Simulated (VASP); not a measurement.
A run of VASP 6.6.1 is set up as follows.

File POSCAR:

```
Sb
1.0
    2.1045780456      1.2150787012      3.5471588728
   -2.1045780456      1.2150787012      3.5471588728
    0.0000000000     -2.4301574023      3.5471588728
Sb
2
Direct
    0.2378099359      0.2378099359      0.2378099359
    0.7621900641      0.7621900641      0.7621900641
```

INCAR.step1

```
SYSTEM = Sb
ALGO = Normal
EDIFF = 1E-4
ENCUT = 600
GGA = PE
ISMEAR = -1
LASPH = .True.
LCHARG = .False.
LREAL = .False.
LWAVE = .True.
NELM = 100
PREC = Accurate
SIGMA = 0.1
```

The input INCAR.step2:

```
SYSTEM = Sb
ALGO = Normal
EDIFF = 1E-7
EDIFFG = -0.002
ENCUT = 600
IBRION = 2
ISIF = 3
ISMEAR = -1
ISTART = 1
IVDW = 12
LASPH = .True.
LCHARG = .False.
LMIXTAU = .True.
LREAL = .False.
LWAVE = .False.
METAGGA = R2SCAN
NELM = 100
NSW = 80
PREC = Accurate
PSTRESS = 65.0
SIGMA = 0.1
VDW_A1 = 0.49484001
VDW_A2 = 5.73083694
VDW_S6 = 1.0
VDW_S8 = 0.78981345
```

The input KPOINTS:

```
k-points
0
Gamma
  12 12 12
  0 0 0
```

Potentials or basis: VASP PAW PBE potentials, release 64 (Sb).

Command:

```bash
$ cat potpaw_PBE.64/Sb/POTCAR > POTCAR
$ cp INCAR.step1 INCAR
$ mpirun -np 1 vasp_std > vasp.out
$ cp INCAR.step2 INCAR
$ mpirun -np 1 vasp_std > vasp.out
```

What does it give for the band gap on the k mesh?

Zero (band 5 reaches 8.85 eV, above the bottom of band 6 at 8.12 eV).

Estimate the relaxed volume.

26.91 Å³/atom.

Predict the space group after relaxing (to 0.05 Å).

R-3m (No. 166).

What does it give for the dispersion energy per atom?

-0.248 eV.

Step by step:
| step | energy change (eV) | largest force (eV/Å) | pressure (GPa) | volume (Å³) |
| --- | --- | --- | --- | --- |
| 1 | 0.0000 | 0.2303 | 6.66 | 54.43 |
| 2 | -0.0121 | 0.1117 | 5.97 | 54.63 |
| 3 | -0.0181 | 0.0438 | 5.54 | 54.77 |
| 4 | -0.0077 | 0.0296 | 5.86 | 54.46 |
| 5 | 0.0120 | 0.0125 | 6.45 | 53.94 |
| 6 | 0.0167 | 0.0101 | 6.59 | 53.82 |
| 7 | 0.0175 | 0.0097 | 6.61 | 53.80 |
| 8 | 0.0169 | 0.0027 | 6.56 | 53.81 |
| 9 | 0.0160 | 0.0065 | 6.47 | 53.83 |
| 10 | 0.0159 | 0.0085 | 6.46 | 53.84 |
| 11 | 0.0170 | 0.0070 | 6.50 | 53.81 |
| 12 | 0.0175 | 0.0061 | 6.51 | 53.79 |
| 13 | 0.0186 | 0.0046 | 6.55 | 53.77 |
| 14 | 0.0182 | 0.0052 | 6.53 | 53.78 |
| 15 | 0.0173 | 0.0057 | 6.50 | 53.80 |
| 16 | 0.0170 | 0.0060 | 6.49 | 53.81 |
| 17 | 0.0173 | 0.0040 | 6.50 | 53.80 |
| 18 | 0.0173 | 0.0037 | 6.50 | 53.80 |
| 19 | 0.0175 | 0.0026 | 6.51 | 53.80 |
| 20 | 0.0170 | 0.0022 | 6.50 | 53.81 |
| 21 | 0.0167 | 0.0019 | 6.50 | 53.81 |
| 22 | 0.0162 | 0.0015 | 6.48 | 53.83 |
| 23 | 0.0166 | 0.0020 | 6.49 | 53.82 |
| 24 | 0.0166 | 0.0007 | 6.49 | 53.82 |
| 25 | 0.0166 | 0.0004 | 6.50 | 53.82 |
| 26 | 0.0166 | 0.0001 | 6.50 | 53.82 |
| 27 | 0.0166 | 0.0010 | 6.50 | 53.82 |
| 28 | 0.0166 | 0.0004 | 6.50 | 53.82 |
| 29 | 0.0166 | 0.0005 | 6.50 | 53.82 |
| 30 | 0.0165 | 0.0002 | 6.50 | 53.82 |

Caveat: the cell is relaxed towards a set pressure, so the enthalpy falls and the energy may rise; the PAW data sets were made with another functional, which shifts forces and pressure a little; spin-orbit coupling is left out, which moves the levels of the heavy elements; pairwise dispersion overbinds metals, which lowers pressure and volume.
